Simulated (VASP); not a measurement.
# AgCl in VASP: notebook

The runs below take AgCl through single point, with LDA, PBE, RPBE.

Program: VASP 6.6.1. These are calculated values, not measurements. Logs are shortened: lines on timing, memory, paths and dates and some standing lists are left out, and cuts for length are marked.

## (1) The cell of the first run

It takes space group Pm-3m (No. 221, cubic). The conventional cell has a = 3.434 Å, b = 3.434 Å, c = 3.434 Å, α = 90.00°, β = 90.00°, γ = 90.00°. Within 3.9 Å of Ag (site symmetry m-3m) lie 8 Cl at 2.97 Å and 6 Ag at 3.43 Å. Within 3.9 Å of Cl (site symmetry m-3m) lie 8 Ag at 2.97 Å and 6 Cl at 3.43 Å.

## (2) Single point, LDA

Contents of INCAR:

```
  PREC = Accurate
  ENCUT = 500
  EDIFF = 1E-6
  ISMEAR = 0
  SIGMA = 0.1
  LREAL = False
  LASPH = True
  NELM = 120
  ALGO = Normal
  ISIF = 2
  LWAVE = False
  LCHARG = True
  LELF = True
  LVHAR = True
  NBANDS = 16
  GGA_COMPAT = False
```

Contents of KPOINTS:

```
Automatic mesh
0
Gamma
  3 3 3
```

Contents of POSCAR:

```
AgCl
1.0
    3.4339730000      0.0000000000      0.0000000000
    0.0000000000      3.4339730000      0.0000000000
    0.0000000000      0.0000000000      3.4339730000
Ag Cl
1 1
Direct
    0.0000000000      0.0000000000      0.0000000000
    0.5000000000      0.5000000000      0.5000000000
```

Potentials or basis: VASP PAW LDA potentials, release 64 (Ag, Cl).

The run is started by

```
> cat potpaw_LDA.64/Ag/POTCAR potpaw_LDA.64/Cl/POTCAR > POTCAR
> mpirun -np 1 vasp_std > vasp.out
```

OUTCAR:

```text
PREC = Accurate
   ENCUT = 500
   EDIFF = 1E-6
   ISMEAR = 0
   LREAL = False
   LASPH = True
   NELM = 120
   ISIF = 2

 ion  position               nearest neighbor table
   1  0.000  0.000  0.000-   2 2.97   2 2.97   2 2.97   2 2.97   2 2.97   2 2.97   2 2.97   2 2.97

   2  0.500  0.500  0.500-   1 2.97   1 2.97   1 2.97   1 2.97   1 2.97   1 2.97   1 2.97   1 2.97

  LATTYP: Found a simple cubic cell.
 ALAT       =     3.4339730000

  Lattice vectors:

 A1 = (   3.4339730000,   0.0000000000,   0.0000000000)
 A2 = (   0.0000000000,   3.4339730000,   0.0000000000)
 A3 = (   0.0000000000,   0.0000000000,   3.4339730000)

Analysis of symmetry for initial positions (statically):
=====================================================================
 Subroutine PRICEL returns:
 Original cell was already a primitive cell.

 Routine SETGRP: Setting up the symmetry group for a
 simple cubic supercell.

 Subroutine GETGRP returns: Found 48 space group operations
 (whereof 48 operations were pure point group operations)
 out of a pool of 48 trial point group operations.

The static configuration has the point symmetry O_h .

Analysis of symmetry for dynamics (positions and initial velocities):
=====================================================================
 Subroutine PRICEL returns:
 Original cell was already a primitive cell.

 Routine SETGRP: Setting up the symmetry group for a
 simple cubic supercell.

 Subroutine GETGRP returns: Found 48 space group operations
 (whereof 48 operations were pure point group operations)
 out of a pool of 48 trial point group operations.

The dynamic configuration has the point symmetry O_h .

 Subroutine INISYM returns: Found 48 space group operations
 (whereof 48 operations are pure point group operations),
 and found     1 'primitive' translations

----------------------------------------------------------------------------------------

                                     Primitive cell

  volume of cell :      40.4940

  direct lattice vectors                    reciprocal lattice vectors
     3.433973000  0.000000000  0.000000000     0.291207881  0.000000000  0.000000000
     0.000000000  3.433973000  0.000000000     0.000000000  0.291207881  0.000000000
     0.000000000  0.000000000  3.433973000     0.000000000  0.000000000  0.291207881

  length of vectors
     3.433973000  3.433973000  3.433973000     0.291207881  0.291207881  0.291207881

  position of ions in fractional coordinates (direct lattice)
     0.000000000  0.000000000  0.000000000
     0.500000000  0.500000000  0.500000000

  ion indices of the primitive-cell ions
   primitive index   ion index
                 1           1
                 2           2

----------------------------------------------------------------------------------------

 KPOINTS: Automatic mesh

Automatic generation of k-mesh.
 Grid dimensions read from file:
 generate k-points for:    3    3    3

 Generating k-lattice:

  Cartesian coordinates                     Fractional coordinates (reciprocal lattice)
     0.097069294  0.000000000  0.000000000     0.333333333  0.000000000  0.000000000
     0.000000000  0.097069294  0.000000000     0.000000000  0.333333333  0.000000000
     0.000000000  0.000000000  0.097069294     0.000000000  0.000000000  0.333333333

  Length of vectors
     0.097069294  0.097069294  0.097069294

  Shift w.r.t. Gamma in fractional coordinates (k-lattice)
     0.000000000  0.000000000  0.000000000

 Subroutine IBZKPT returns following result:
 ===========================================

 Found      4 irreducible k-points:

 Following reciprocal coordinates:
            Coordinates               Weight
  0.000000  0.000000  0.000000      1.000000
  0.333333  0.000000  0.000000      6.000000
  0.333333  0.333333  0.000000     12.000000
  0.333333  0.333333  0.333333      8.000000
   k-points           NKPTS =      4   k-points in BZ     NKDIM =      4   number of bands    NBANDS=     16
   number of dos      NEDOS =    301   number of ions     NIONS =      2
   total plane-waves  NPLWV =  21952
   dimension x,y,z NGX =    28 NGY =   28 NGZ =   28
   dimension x,y,z NGXF=    56 NGYF=   56 NGZF=   56
   ions per type =               1   1
   NGX,Y,Z   is equivalent  to a cutoff of  13.56, 13.56, 13.56 a.u.
   NGXF,Y,Z  is equivalent  to a cutoff of  27.11, 27.11, 27.11 a.u.
 SYSTEM =  unknown system
   PREC   = accura    normal or accurate (medium, high low for compatibility)
   ISTART =      0    job   : 0-new  1-cont  2-samecut
   ICHARG =      2    charge: 1-file 2-atom 10-const
   ISPIN  =      1    spin polarized calculation?
   LNONCOLLINEAR =      F non collinear calculations
   LSORBIT =      F    spin-orbit coupling
   LASPH  =      T    aspherical Exc in radial PAW
   ENCUT  =  500.0 eV  36.75 Ry    6.06 a.u.   6.26  6.26  6.26*2*pi/ulx,y,z
   NELM   =    120;   NELMIN=  2; NELMDL= -5     # of ELM steps
   EDIFF  = 0.1E-05   stopping-criterion for ELM
   LREAL  =      F    real-space projection
   EDIFFG = 0.1E-04   stopping-criterion for IOM
   NSW    =      0    number of steps for IOM
   IBRION =     -1    ionic relax: 0-MD 1-quasi-New 2-CG
   NFREE  =      0    steps in history (QN), initial steepest desc. (CG)
   ISIF   =      2    stress and relaxation
   ISYM   =      2    0-nonsym 1-usesym 2-fastsym
   POTIM  = 0.5000    time-step for ionic-motion
   TEBEG  =    0.0;   TEEND  =   0.0 temperature during run
   PSTRESS=    0.0 pullay stress
   NELECT =      18.0000    total number of electrons
   NUPDOWN=      -1.0000    fix difference up-down
   EMIN   =  10.00;   EMAX   =-10.00  energy-range for DOS
   EFERMI =   0.00;   METHOD = LEGACY
   ISMEAR =     0;   SIGMA  =   0.10  broadening in eV -4-tet -1-fermi 0-gaus
   EFERMI_NEDOS =   21; number of points for ismear=-14 and -15
   IALGO  =     38    algorithm
   IMIX   =      4    mixing-type and parameters
     AMIX     =   0.40;   BMIX     =  1.00
     AMIX_MAG =   1.60;   BMIX_MAG =  1.00
  volume/ion in A,a.u.               =      20.25       136.63
  Fermi-wavevector in a.u.,A,eV,Ry     =   1.249402  2.361027 21.238760  1.561005
  Thomas-Fermi vector in A             =   2.383444
   LORBIT       =      0    0 simple, 1 ext, 2 COOP (PROOUT), +10 PAW based schemes
   GGA     = CA    functional components
   LHFCALC =     F    Hartree Fock is set to
   AEXX    =    0.0000 exact exchange contribution
   IVDW    =     0    specifies the selected vdW correction
   LEPSILON=     F    determine dielectric tensor
   LRPA    =     F    only Hartree local field effects (RPA)
 non-spin polarized calculation
 Gauss-broadening in eV      SIGMA  =   0.10
  energy-cutoff  :      500.00
  volume of cell :       40.49
 maximum number of plane-waves:      1032
 NGX is ok and might be reduce to    28
   NGX = 13   NGY = 13   NGZ = 13

 number of electron      18.0000000 magnetization

 Free energy of the ion-electron system (eV)
  ---------------------------------------------------
  ext. energy  EPLUGINS =         0.00000000
  ---------------------------------------------------
  free energy    TOTEN  =        -6.30332847 eV

  energy without entropy =       -6.30332190  energy(sigma->0) =       -6.30332518

 E-fermi :   3.7311     XC(G=0): -10.8233

 val. band max:        3.4332372000   @ k =   0.3333   0.0000   0.0000
 cond. band min:       3.9866209001   @ k =   0.0000   0.0000   0.0000
 fundamental gap:      0.5533837000
 Fermi energy:         3.7311344058

 k-point     1 :       0.0000    0.0000    0.0000
  band No.  band energies     occupation
      1     -10.7567      2.00000
      2       0.8441      2.00000
      3       0.8441      2.00000
      4       1.8068      2.00000
      5       1.8068      2.00000
      6       1.8068      2.00000
[... 8 lines left out ...]
     15      17.0175      0.00000
     16      20.0931      0.00000

 k-point     2 :       0.3333    0.0000    0.0000
  band No.  band energies     occupation
      1     -10.4007      2.00000
      2      -0.8730      2.00000
      3       0.9148      2.00000
      4       0.9148      2.00000
      5       0.9556      2.00000
      6       1.8451      2.00000
[... 8 lines left out ...]
     15      18.6026      0.00000
     16      19.7738      0.00000

 k-point     3 :       0.3333    0.3333    0.0000
  band No.  band energies     occupation
      1     -10.1354      2.00000
      2      -0.3505      2.00000
      3       0.2721      2.00000
      4       1.2103      2.00000
      5       1.2122      2.00000
      6       1.5864      2.00000
[... 8 lines left out ...]
     15      17.7062      0.00000
     16      19.2523      0.00000

 k-point     4 :       0.3333    0.3333    0.3333
  band No.  band energies     occupation
      1      -9.8705      2.00000
      2      -0.2402      2.00000
      3      -0.2402      2.00000
      4       0.2347      2.00000
      5       1.7349      2.00000
      6       1.7349      2.00000
[... 8 lines left out ...]
     15      17.5656      0.00000
     16      18.2332      0.00000

------------------------ aborting loop because EDIFF is reached ----------------------------------------

  FORCE on cell =-STRESS in cart. coord.  units (eV):
  Direction    XX          YY          ZZ          XY          YZ          ZX
  --------------------------------------------------------------------------------------
  -------------------------------------------------------------------------------------
  Total       -1.7955620     -1.7955620     -1.7955620     -0.0000000     -0.0000000      0.0000000
  in kB      -71.0428471    -71.0428471    -71.0428471     -0.0000000     -0.0000000      0.0000000
  external PRESSURE =     -71.0428471 kB  Pullay stress =       0.0000000 kB

 VOLUME and BASIS-vectors are now :
 -----------------------------------------------------------------------------
  energy-cutoff  :      500.00
  volume of cell :       40.49
      direct lattice vectors                 reciprocal lattice vectors
     3.433973000  0.000000000  0.000000000     0.291207881  0.000000000  0.000000000
     0.000000000  3.433973000  0.000000000     0.000000000  0.291207881  0.000000000
     0.000000000  0.000000000  3.433973000     0.000000000  0.000000000  0.291207881

 POSITION                                       TOTAL-FORCE (eV/Angst)
 -----------------------------------------------------------------------------------
      0.00000      0.00000      0.00000         0.000000      0.000000      0.000000
      1.71699      1.71699      1.71699         0.000000      0.000000      0.000000
 -----------------------------------------------------------------------------------
    total drift:                               -0.000000      0.000000      0.000000

  FREE ENERGIE OF THE ION-ELECTRON SYSTEM (eV)
  ---------------------------------------------------
  free  energy   TOTEN  =        -6.3033284674 eV

  energy  without entropy=       -6.3033219014  energy(sigma->0) =       -6.30332518
```

Run time: 6.6 s. Hardware: 1 thread of AMD EPYC 7R13, shared host; peak memory 0.13 GiB.

Results:

```
Free energy            : -6.3033 eV
Pressure               : -7.1 GPa
Band gap on the k mesh : 0.55 eV (least direct gap 1.77 eV)
```

Caveat: the k points lie up to 0.61 Å⁻¹ apart; semilocal functionals underestimate gaps, and a narrow one can read as zero; an odd mesh through Γ misses points on the zone boundary, where band edges can lie.

## (3) Single point, PBE

Contents of INCAR:

```
SYSTEM = AgCl
  PREC = Accurate
  ENCUT = 500
  EDIFF = 1E-6
  ISMEAR = 0
  SIGMA = 0.1
  LREAL = .False.
  LASPH = .True.
  NELM = 120
  ALGO = Normal
  ISIF = 2
  LWAVE = .False.
  LCHARG = .True.
  GGA = PE
  LELF = .True.
  LVHAR = .True.
  NELECT = 17.75
  ISYM = 0
  NBANDS = 16
  GGA_COMPAT = .False.
```

Contents of KPOINTS:

```
Automatic mesh
0
Gamma
  2 2 2
  0.5 0.5 0
```

POSCAR is that of step 2.

Potentials or basis: VASP PAW PBE potentials, release 64 (Ag, Cl).

The run is started by

```
> cat potpaw_PBE.64/Ag/POTCAR potpaw_PBE.64/Cl/POTCAR > POTCAR
> mpirun -np 1 vasp_std > vasp.out
```

Wall time 15 s (1 thread of AMD EPYC 7R13, shared host); peak memory 0.15 GiB.

Results (log left out):

| Quantity | Value |
| --- | --- |
| Free energy | -6.3199 eV |

Levels at points of the mesh, in eV from the Fermi level:
| k point | band 6 | band 7 | band 8 | band 9 | band 10 | band 11 | band 12 | band 13 |
| --- | --- | --- | --- | --- | --- | --- | --- | --- |
| (0.25, 0.25, 0.00) | -1.82 | -1.44 | -1.40 | -0.30 | 3.97 | 8.16 | 9.85 | 11.24 |

Caveat: the k points lie up to 0.91 Å⁻¹ apart, too coarse for converged energies, forces and pressures; the cell carries a net charge on a neutralising background, which shifts energy and pressure; the cell is charged against a uniform background, so pressure and absolute levels hang on convention.

## (4) Single point, RPBE

This run uses another cell than the first one, of 20.62 Å³/atom.

Contents of INCAR:

```
SYSTEM = AgCl
ALGO = Normal ; EDIFF = 1E-6
ENCUT = 500 ; GGA = RP
GGA_COMPAT = .False. ; ISIF = 2
ISMEAR = -1 ; LASPH = .True.
LCHARG = .True. ; LELF = .True.
LREAL = .False. ; LVHAR = .True.
LWAVE = .False. ; NBANDS = 16
NELM = 120 ; PREC = Accurate
SIGMA = 0.27211386245988
```

Contents of KPOINTS:

```
k-points
0
Gamma
  2 2 2
  0 0 0
```

Contents of POSCAR:

```
AgCl
1.0
    3.4447091244      0.0018649254      0.0259937372
    0.0018649254      3.4554666513     -0.0360752416
    0.0259937372     -0.0360752416      3.4658853253
Ag Cl
1 1
Direct
    0.0000000000      0.0000000000      0.0000000000
    0.5000000000      0.5000000000      0.5000000000
```

The run is started by

```
> cat potpaw_PBE.64/Ag/POTCAR potpaw_PBE.64/Cl/POTCAR > POTCAR
> mpirun -np 1 vasp_std > vasp.out
```

Run time: 12 s. Hardware: 1 thread of AMD EPYC 7R13, shared host; peak memory 0.15 GiB.

The run converged. Its results:

| Item | Value |
| --- | --- |
| Free energy | -3.6349 eV |
| Pressure | 9.1 GPa |
| Band gap on the k mesh | 0.55 eV (least direct gap 1.88 eV) |

Stress tensor (GPa, compression positive):
```
 9.27  0.03  0.28
 0.03  9.07 -0.38
 0.28 -0.38  8.87
```

Levels at points of the mesh, in eV from the valence-band top:
| k point | band 7 | band 8 | band 9 | band 10 | band 11 | band 12 |
| --- | --- | --- | --- | --- | --- | --- |
| (0.00, 0.00, 0.00) | -1.45 | -1.36 | -1.32 | 0.55 | 9.42 | 9.46 |
| (0.50, 0.00, 0.00) | -1.68 | -0.11 | 0.00 | 4.91 | 5.42 | 9.49 |
| (0.00, 0.50, 0.00) | -1.69 | -0.09 | -0.01 | 4.92 | 5.41 | 9.47 |
| (0.50, 0.50, 0.00) | -2.33 | -1.80 | -0.78 | 2.72 | 8.84 | 8.87 |
| (0.00, 0.00, 0.50) | -1.71 | -0.05 | -0.04 | 4.94 | 5.40 | 9.46 |
| (0.50, 0.00, 0.50) | -2.33 | -1.81 | -0.76 | 2.70 | 8.79 | 8.96 |
| (0.00, 0.50, 0.50) | -2.33 | -1.81 | -0.74 | 2.67 | 8.78 | 9.01 |
| (0.50, 0.50, 0.50) | -0.39 | -0.34 | -0.27 | 4.71 | 4.80 | 4.93 |

Caveat: the k points lie up to 0.91 Å⁻¹ apart, too coarse for converged energies, forces and pressures; so wide a smearing shifts energies and pressures; semilocal functionals underestimate gaps, and a narrow one can read as zero; the PAW data sets were made with another functional, which shifts forces and pressure a little.

## (5) Single point, PBE, collinear spin, zero start

This run uses another cell than the first one, of 19.30 Å³/atom.

Contents of INCAR:

```
SYSTEM = AgCl
ALGO     = Normal         ! electronic algorithm
EDIFF    = 1E-6           ! SCF threshold, eV
ENCUT    = 500            ! plane-wave cutoff, eV
GGA      = PE             ! functional
GGA_COMPAT= .FALSE.      
ISIF     = 2              ! what is computed and relaxed
ISMEAR   = 0              ! smearing method
ISPIN    = 2              ! spin polarisation
LASPH    = .TRUE.         ! aspherical terms in the spheres
LCHARG   = .FALSE.        ! write CHGCAR
LMAXMIX  = 4              ! l up to which the mixer works
LORBIT   = 11             ! projections on sites
LREAL    = .FALSE.        ! projectors in reciprocal space
LWAVE    = .FALSE.        ! write WAVECAR
MAGMOM   = 0 0            ! initial moments
NBANDS   = 20             ! bands
NELM     = 200            ! most SCF steps
PREC     = Accurate       ! precision mode
SIGMA    = 0.1            ! smearing width, eV
```

Contents of KPOINTS:

```
k-points
0
G
  3 3 3
  0 0 0
```

Contents of POSCAR:

```
AgCl
1.0
    3.3793085181      0.0000000000      0.0000000000
    0.0000000000      3.3793085181      0.0000000000
    0.0000000000      0.0000000000      3.3793085181
Ag Cl
1 1
Direct
    0.0000000000      0.0000000000      0.0000000000
    0.5000000000      0.5000000000      0.5000000000
```

The run is started by

```
> cat potpaw_PBE.64/Ag/POTCAR potpaw_PBE.64/Cl/POTCAR > POTCAR
> mpirun -np 1 vasp_std > vasp.out
```

Wall time 19 s (1 thread of AMD EPYC 7R13, shared host); peak memory 0.16 GiB.

Results (log left out):

- Free energy: -5.0190 eV
- Pressure: 2.8 GPa
- Band gap on the k mesh: 0.87 eV (least direct gap 2.21 eV)
- Net moment: 0.00 μB per cell
- Valence electrons inside the program's atomic spheres: Ag 9.66; Cl 5.10

Levels at points of the mesh, in eV from the valence-band top:
Spin up:
```csv
k point,band 6,band 7,band 8,band 9,band 10,band 11,band 12,band 13
"(0.00, 0.00, 0.00)",-1.63,-1.34,-1.34,-1.34,0.87,9.67,9.67,14.30
```
Spin down:
```
           k point  band 6  band 7  band 8  band 9  band 10  band 11  band 12  band 13
(0.00, 0.00, 0.00)   -1.63   -1.34   -1.34   -1.34     0.87     9.67     9.67    14.30
```

Caveat: the k points lie up to 0.62 Å⁻¹ apart; an odd mesh through Γ misses points on the zone boundary, where band edges can lie.

## (6) Summary

| level | potentials or basis | spin | cell | k mesh | smearing | gap on the mesh (eV) | pressure (GPa) |
| --- | --- | --- | --- | --- | --- | --- | --- |
| LDA | VASP PAW LDA potentials, release 64 (Ag, Cl) | off | a = 3.434 Å, 2 atoms | 3 × 3 × 3 | gaussian 0.1 eV | 0.55 | -7.1 |
| RPBE | VASP PAW PBE potentials, release 64 (Ag, Cl) | off | a = 3.445, b = 3.456, c = 3.466 Å, angles 91.2, 89.1, 89.9°, 2 atoms | 2 × 2 × 2 | fermi-dirac 0.272114 eV | 0.55 | 9.1 |
| PBE | VASP PAW PBE potentials, release 64 (Ag, Cl) | collinear, zero start | a = 3.379 Å, 2 atoms | 3 × 3 × 3 | gaussian 0.1 eV | 0.87 | 2.8 |

Alike in all rows: task single point; cutoff (eV) 500.

Caveats: all runs use coarse meshes; semilocal functionals underestimate gaps, and a narrow one can read as zero (at least some runs); an odd mesh through Γ misses points on the zone boundary, where band edges can lie (at least some runs); so wide a smearing shifts energies and pressures (at least some runs); the PAW data sets were made with another functional, which shifts forces and pressure a little (at least some runs).

Absolute energies hang on the potentials; compare differences alone.

The gap in the log of VASP goes by the Fermi energy; the results here count the filled bands.